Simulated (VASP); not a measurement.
# CoSi2 (Immm) in VASP: further runs

Runs on CoSi2. Level: PBE. Tasks: single point.

Program: VASP 6.6.1. These are calculated values, not measurements. Logs are shortened: lines on timing, memory, paths and dates and some standing lists are left out, and cuts for length are marked.

## (1) The cell of the first run

The structure is orthorhombic, space group Immm (No. 71). Conventional cell: a = 3.790 Å, b = 3.790 Å, c = 5.360 Å, α = 90.00°, β = 90.00°, γ = 90.00°. Co (site symmetry mmm) has 8 Si at 2.25 to 2.39 Å within 3.0 Å. Si (site symmetry mm2) has 4 Co at 2.25 to 2.39 Å and 6 Si at 2.43 to 2.93 Å within 3.0 Å.

## (2) Single point, PBE (mode 6 frozen in at -0.123 Å, strain +e along z and -e/2 along x and y +0.0000)

File INCAR:

```
PREC = Accurate
ENCUT = 520
EDIFF = 1E-7
ISMEAR = 0
SIGMA = 0.15
LREAL = F
LASPH = T
NELM = 60
ALGO = Normal
ISIF = 2
LWAVE = F
LCHARG = F
GGA = PE
NBANDS = 16
```

File KPOINTS:

```
Automatic mesh
0
Gamma
  12 12 12
```

File POSCAR:

```
CoSi2
1.0
    0.0000000000      2.6801763726      2.6801763726
    2.6801763726      0.0000000000      2.6801763726
    2.6801763726      2.6801763726      0.0000000000
Co Si
1 2
Direct
    0.0000000000      0.0000000000      0.0000000000
    0.2270537489      0.2270537489      0.2729462511
    0.7729462511      0.7729462511      0.7270537489
```

Potentials or basis: VASP PAW PBE potentials, release 64 (Co, Si).

The run is started by

```
cat potpaw_PBE.64/Co/POTCAR potpaw_PBE.64/Si/POTCAR > POTCAR
mpirun -np 1 vasp_std > vasp.out
```

OUTCAR:

```text
PREC = Accurate
   ENCUT = 520
   EDIFF = 1E-7
   ISMEAR = 0
   LREAL = F
   LASPH = T
   NELM = 60
   ISIF = 2
   GGA = PE

 ion  position               nearest neighbor table
   1  0.000  0.000  0.000-   3 2.25   2 2.25   3 2.25   2 2.25   3 2.39   3 2.39   2 2.39   2 2.39

   2  0.227  0.227  0.273-   1 2.25   1 2.25   1 2.39   1 2.39   3 2.43   3 2.69   3 2.69   3 2.69
                             3 2.69   3 2.93
   3  0.773  0.773  0.727-   1 2.25   1 2.25   1 2.39   1 2.39   2 2.43   2 2.69   2 2.69   2 2.69
                             2 2.69   2 2.93

  LATTYP: Found a face centered cubic cell.
 ALAT       =     5.3603527452

  Lattice vectors:

 A1 = (   0.0000000000,   2.6801763726,   2.6801763726)
 A2 = (   2.6801763726,   0.0000000000,   2.6801763726)
 A3 = (   2.6801763726,   2.6801763726,   0.0000000000)

Analysis of symmetry for initial positions (statically):
=====================================================================
 Subroutine PRICEL returns:
 Original cell was already a primitive cell.

 Routine SETGRP: Setting up the symmetry group for a
 face centered cubic supercell.

 Subroutine GETGRP returns: Found  8 space group operations
 (whereof  8 operations were pure point group operations)
 out of a pool of 48 trial point group operations.

The static configuration has the point symmetry D_2h.

Analysis of symmetry for dynamics (positions and initial velocities):
=====================================================================
 Subroutine PRICEL returns:
 Original cell was already a primitive cell.

 Routine SETGRP: Setting up the symmetry group for a
 face centered cubic supercell.

 Subroutine GETGRP returns: Found  8 space group operations
 (whereof  8 operations were pure point group operations)
 out of a pool of 48 trial point group operations.

The dynamic configuration has the point symmetry D_2h.

 Subroutine INISYM returns: Found  8 space group operations
 (whereof  8 operations are pure point group operations),
 and found     1 'primitive' translations

----------------------------------------------------------------------------------------

                                     Primitive cell

  volume of cell :      38.5053

  direct lattice vectors                    reciprocal lattice vectors
     0.000000000  2.680176373  2.680176373    -0.186554887  0.186554887  0.186554887
     2.680176373  0.000000000  2.680176373     0.186554887 -0.186554887  0.186554887
     2.680176373  2.680176373  0.000000000     0.186554887  0.186554887 -0.186554887

  length of vectors
     3.790341776  3.790341776  3.790341776     0.323122542  0.323122542  0.323122542

  position of ions in fractional coordinates (direct lattice)
     0.000000000  0.000000000  0.000000000
     0.227053749  0.227053749  0.272946251
     0.772946251  0.772946251  0.727053749

  ion indices of the primitive-cell ions
   primitive index   ion index
                 1           1
                 2           2
                 3           3

----------------------------------------------------------------------------------------

 KPOINTS: Automatic mesh

Automatic generation of k-mesh.
 Grid dimensions read from file:
 generate k-points for:   12   12   12

 Generating k-lattice:

  Cartesian coordinates                     Fractional coordinates (reciprocal lattice)
    -0.015546241  0.015546241  0.015546241     0.083333333  0.000000000  0.000000000
     0.015546241 -0.015546241  0.015546241     0.000000000  0.083333333  0.000000000
     0.015546241  0.015546241 -0.015546241     0.000000000  0.000000000  0.083333333

  Length of vectors
     0.026926879  0.026926879  0.026926879

  Shift w.r.t. Gamma in fractional coordinates (k-lattice)
     0.000000000  0.000000000  0.000000000

 Subroutine IBZKPT returns following result:
 ===========================================

 Found    280 irreducible k-points:

 Following reciprocal coordinates:
            Coordinates               Weight
  0.000000  0.000000  0.000000      1.000000
  0.083333  0.000000  0.000000      4.000000
  0.000000  0.000000  0.083333      4.000000
  0.166667  0.000000  0.000000      4.000000
  0.000000  0.000000  0.166667      4.000000
  0.250000  0.000000  0.000000      4.000000
[... 16 lines left out ...]
  0.083333  0.083333 -0.166667      4.000000
  0.333333  0.083333  0.000000      4.000000
 [... further k-points ...]
   k-points           NKPTS =    280   k-points in BZ     NKDIM =    280   number of bands    NBANDS=     16
   number of dos      NEDOS =    301   number of ions     NIONS =      3
   total plane-waves  NPLWV =  21952
   dimension x,y,z NGX =    28 NGY =   28 NGZ =   28
   dimension x,y,z NGXF=    56 NGYF=   56 NGZF=   56
   ions per type =               1   2
   NGX,Y,Z   is equivalent  to a cutoff of  12.28, 12.28, 12.28 a.u.
   NGXF,Y,Z  is equivalent  to a cutoff of  24.56, 24.56, 24.56 a.u.
 SYSTEM =  unknown system
   PREC   = accura    normal or accurate (medium, high low for compatibility)
   ISTART =      0    job   : 0-new  1-cont  2-samecut
   ICHARG =      2    charge: 1-file 2-atom 10-const
   ISPIN  =      1    spin polarized calculation?
   LNONCOLLINEAR =      F non collinear calculations
   LSORBIT =      F    spin-orbit coupling
   LASPH  =      T    aspherical Exc in radial PAW
   ENCUT  =  520.0 eV  38.22 Ry    6.18 a.u.   7.05  7.05  7.05*2*pi/ulx,y,z
   NELM   =     60;   NELMIN=  2; NELMDL= -5     # of ELM steps
   EDIFF  = 0.1E-06   stopping-criterion for ELM
   LREAL  =      F    real-space projection
   EDIFFG = 0.1E-05   stopping-criterion for IOM
   NSW    =      0    number of steps for IOM
   IBRION =     -1    ionic relax: 0-MD 1-quasi-New 2-CG
   NFREE  =      0    steps in history (QN), initial steepest desc. (CG)
   ISIF   =      2    stress and relaxation
   ISYM   =      2    0-nonsym 1-usesym 2-fastsym
   POTIM  = 0.5000    time-step for ionic-motion
   TEBEG  =    0.0;   TEEND  =   0.0 temperature during run
   PSTRESS=    0.0 pullay stress
   NELECT =      17.0000    total number of electrons
   NUPDOWN=      -1.0000    fix difference up-down
   EMIN   =  10.00;   EMAX   =-10.00  energy-range for DOS
   EFERMI =   0.00;   METHOD = LEGACY
   ISMEAR =     0;   SIGMA  =   0.15  broadening in eV -4-tet -1-fermi 0-gaus
   EFERMI_NEDOS =   21; number of points for ismear=-14 and -15
   IALGO  =     38    algorithm
   IMIX   =      4    mixing-type and parameters
     AMIX     =   0.40;   BMIX     =  1.00
     AMIX_MAG =   1.60;   BMIX_MAG =  1.00
  volume/ion in A,a.u.               =      12.84        86.62
  Fermi-wavevector in a.u.,A,eV,Ry     =   1.246573  2.355682 21.142700  1.553945
  Thomas-Fermi vector in A             =   2.380744
   LORBIT       =      0    0 simple, 1 ext, 2 COOP (PROOUT), +10 PAW based schemes
   GGA     = PE    functional components
   LHFCALC =     F    Hartree Fock is set to
   AEXX    =    0.0000 exact exchange contribution
   IVDW    =     0    specifies the selected vdW correction
   LEPSILON=     F    determine dielectric tensor
   LRPA    =     F    only Hartree local field effects (RPA)
 non-spin polarized calculation
 Gauss-broadening in eV      SIGMA  =   0.15
  energy-cutoff  :      520.00
  volume of cell :       38.51
 maximum number of plane-waves:      1056
   NGX = 15   NGY = 15   NGZ = 15

 number of electron      16.9999994 magnetization

 Free energy of the ion-electron system (eV)
  ---------------------------------------------------
  ext. energy  EPLUGINS =         0.00000000
  ---------------------------------------------------
  free energy    TOTEN  =       -19.12684701 eV

  energy without entropy =      -19.11536840  energy(sigma->0) =      -19.12110771

 E-fermi :  10.0946     XC(G=0): -11.7262

 val. band max:       10.0847536800   @ k =  -0.2500   0.5000  -0.3333
 cond. band min:      10.1012419428   @ k =   0.4167   0.1667   0.3333
 fundamental gap:      0.0164882628
 Fermi energy:        10.0946201537

 k-point     1 :       0.0000    0.0000    0.0000
  band No.  band energies     occupation
      1      -3.0976      2.00000
      2       5.8389      2.00000
      3       5.8822      2.00000
      4       6.1723      2.00000
      5       8.1331      2.00000
      6       8.2323      2.00000
[... 8 lines left out ...]
     15      15.8849      0.00000
     16      16.4814      0.00000

 k-point     2 :       0.0833    0.0000    0.0000
  band No.  band energies     occupation
      1      -2.9948      2.00000
      2       5.6952      2.00000
      3       5.9196      2.00000
      4       6.0589      2.00000
      5       8.1080      2.00000
      6       8.2111      2.00000
[... 8 lines left out ...]
     15      15.7662      0.00000
     16      16.1482      0.00000

 k-point     3 :       0.0000    0.0000    0.0833
  band No.  band energies     occupation
      1      -2.9913      2.00000
      2       5.6193      2.00000
      3       5.9082      2.00000
      4       6.2081      2.00000
      5       8.0918      2.00000
      6       8.1895      2.00000
[... 8 lines left out ...]
     15      15.6281      0.00000
     16      16.2204      0.00000

 k-point     4 :       0.1667    0.0000    0.0000
  band No.  band energies     occupation
      1      -2.6889      2.00000
      2       5.0419      2.00000
      3       6.0244      2.00000
      4       6.0315      2.00000
      5       8.0520      2.00000
      6       8.1788      2.00000
[... 8 lines left out ...]
     15      16.0813      0.00000
     16      16.4624      0.00000
[... 324 lines left out ...]
 k-point    22 :       0.0833    0.0000    0.2500
  band No.  band energies     occupation
      1      -2.2562      2.00000
      2       4.3507      2.00000
      3       6.1535      2.00000
      4       6.3851      2.00000
      5       7.6669      2.00000
      6       8.1838      2.00000
[... 8 lines left out ...]
     15      17.2985      0.00000
     16      17.7285      0.00000

 k-point    23 :       0.0833    0.0833   -0.1667
  band No.  band energies     occupation
      1      -2.2620      2.00000
      2       4.3133      2.00000
      3       6.1956      2.00000
      4       6.2743      2.00000
      5       7.7341      2.00000
      6       8.1743      2.00000
[... 8 lines left out ...]
     15      17.2267      0.00000
     16      17.6968      0.00000

 k-point    24 :       0.3333    0.0833    0.0000
  band No.  band energies     occupation
      1      -1.6583      2.00000
      2       3.3279      2.00000
      3       6.0983      2.00000
      4       6.1815      2.00000
      5       7.9615      2.00000
      6       8.2516      2.00000
[... 8 lines left out ...]
     15      18.4441      0.00000
     16      19.0685      0.00000

 [... further k-points ...]
[... 5 lines left out ...]
  --------------------------------------------------------------------------------------
  -------------------------------------------------------------------------------------
  Total        0.2910552      0.2910552      1.0537897      2.1536814      0.0000000      0.0000000
  in kB       12.1106054     12.1106054     43.8474562     89.6131850      0.0000000      0.0000000
  external PRESSURE =      22.6895557 kB  Pullay stress =       0.0000000 kB

 VOLUME and BASIS-vectors are now :
 -----------------------------------------------------------------------------
  energy-cutoff  :      520.00
  volume of cell :       38.51
      direct lattice vectors                 reciprocal lattice vectors
     0.000000000  2.680176373  2.680176373    -0.186554887  0.186554887  0.186554887
     2.680176373  0.000000000  2.680176373     0.186554887 -0.186554887  0.186554887
     2.680176373  2.680176373  0.000000000     0.186554887  0.186554887 -0.186554887

 POSITION                                       TOTAL-FORCE (eV/Angst)
 -----------------------------------------------------------------------------------
      0.00000      0.00000      0.00000        -0.000000      0.000000      0.000000
      1.34009      1.34009      1.21709         0.000000     -0.000000      1.492101
      4.02026      4.02026      4.14326         0.000000     -0.000000     -1.492101
 -----------------------------------------------------------------------------------
    total drift:                               -0.000000      0.000000      0.000000

  FREE ENERGIE OF THE ION-ELECTRON SYSTEM (eV)
  ---------------------------------------------------
  free  energy   TOTEN  =       -19.1268470143 eV

  energy  without entropy=      -19.1153684037  energy(sigma->0) =      -19.12110771
```

Wall time 2.3 min (1 thread of Intel Xeon 6975P-C, shared host); peak memory 0.29 GiB.

What came out:

```yaml
Free_energy: -19.1268 eV
Pressure: 2.3 GPa
Largest_force: 1.492 eV/Å
```

Forces in eV/Å, atoms in the order of the input:
```
Co   0.000  0.000  0.000
Si   0.000  0.000  1.492
Si   0.000  0.000 -1.492
```

Levels at points of the mesh, in eV from the Fermi level:
```
           k point  band 7  band 8  band 9  band 10  band 11  band 12
(0.00, 0.00, 0.00)    0.68    2.62    3.18     3.33     3.44     3.48
(0.50, 0.00, 0.00)   -1.48   -0.83    0.34     2.31     2.92     3.65
(0.00, 0.00, 0.50)   -1.64   -1.30   -0.18     2.86     3.10     3.86
(0.50, 0.50, 0.00)   -1.90   -1.78   -1.39     1.48     2.90     8.62
(0.00, 0.50, 0.50)   -1.97   -1.67   -1.33     1.52     2.79     8.55
```

Caveat: the cell differs from its parent crystal (mode 6 frozen in at -0.123 Å, strain +e along z and -e/2 along x and y +0.0000); forces of over 1 eV/Å act on the atoms, so gaps and moduli don't describe the material at rest. Spin polarisation is off, so any magnetic state and its effect on volume and gap are missing.

## (3) Single point, PBE (mode 6 frozen in at -0.041 Å, strain +e along z and -e/2 along x and y +0.0000)

File INCAR:

```
SYSTEM = CoSi2
PREC = Accurate ; ENCUT = 520
EDIFF = 1E-7 ; ISMEAR = 0
SIGMA = 0.15 ; LREAL = .FALSE.
LASPH = .TRUE. ; NELM = 100
ALGO = Normal ; ISIF = 2
LWAVE = .FALSE. ; LCHARG = .FALSE.
GGA = PE ; NBANDS = 16
```

File KPOINTS:

```
Automatic mesh
0
G
  12 12 12
  0 0 0
```

File POSCAR:

```
CoSi2
1.0
    0.0000000000      2.6801763726      2.6801763726
    2.6801763726      0.0000000000      2.6801763726
    2.6801763726      2.6801763726      0.0000000000
Co Si
1 2
Direct
    0.0000000000      0.0000000000      0.0000000000
    0.2423512496      0.2423512496      0.2576487504
    0.7576487504      0.7576487504      0.7423512496
```

Potentials or basis: VASP PAW PBE potentials, release 64 (Co, Si).

The run is started by

```
cat potpaw_PBE.64/Co/POTCAR potpaw_PBE.64/Si/POTCAR > POTCAR
mpirun -np 1 vasp_std > vasp.out
```

It took 2.9 min on 1 thread of Intel Xeon 6975P-C, shared host; peak memory 0.29 GiB.

Results (log left out):

```
Free energy   : -19.2823 eV
Pressure      : 0.0 GPa
Largest force : 0.455 eV/Å
```

Forces on the atoms (eV/Å):
```
Co   0.000  0.000  0.000
Si   0.000  0.000  0.455
Si   0.000  0.000 -0.455
```

Stress tensor (GPa, compression positive):
```
-0.06  3.00  0.00
 3.00 -0.06  0.00
 0.00  0.00  0.28
```

Levels at points of the mesh, in eV from the Fermi level:
| k point | band 5 | band 6 | band 7 | band 8 | band 9 | band 10 | band 11 | band 12 | band 13 | band 14 |
| --- | --- | --- | --- | --- | --- | --- | --- | --- | --- | --- |
| (0.00, 0.00, 0.00) | -1.89 | -1.88 | 0.74 | 3.24 | 3.39 | 3.39 | 3.44 | 3.47 | 3.59 | 5.51 |
| (0.50, 0.00, 0.00) | -2.05 | -1.62 | -1.55 | -0.57 | -0.18 | 2.60 | 3.25 | 3.50 | 4.32 | 10.18 |
| (0.00, 0.00, 0.50) | -2.27 | -1.66 | -1.60 | -0.74 | -0.36 | 2.77 | 3.32 | 3.57 | 4.34 | 10.41 |
| (0.50, 0.50, 0.00) | -3.63 | -2.00 | -1.89 | -1.87 | -1.32 | 1.56 | 2.94 | 8.57 | 9.50 | 9.64 |
| (0.00, 0.50, 0.50) | -3.63 | -2.06 | -1.94 | -1.79 | -1.32 | 1.57 | 2.92 | 8.56 | 9.58 | 9.59 |

Caveat: the cell differs from its parent crystal (mode 6 frozen in at -0.041 Å, strain +e along z and -e/2 along x and y +0.0000). Spin polarisation is off, so any magnetic state and its effect on volume and gap are missing.
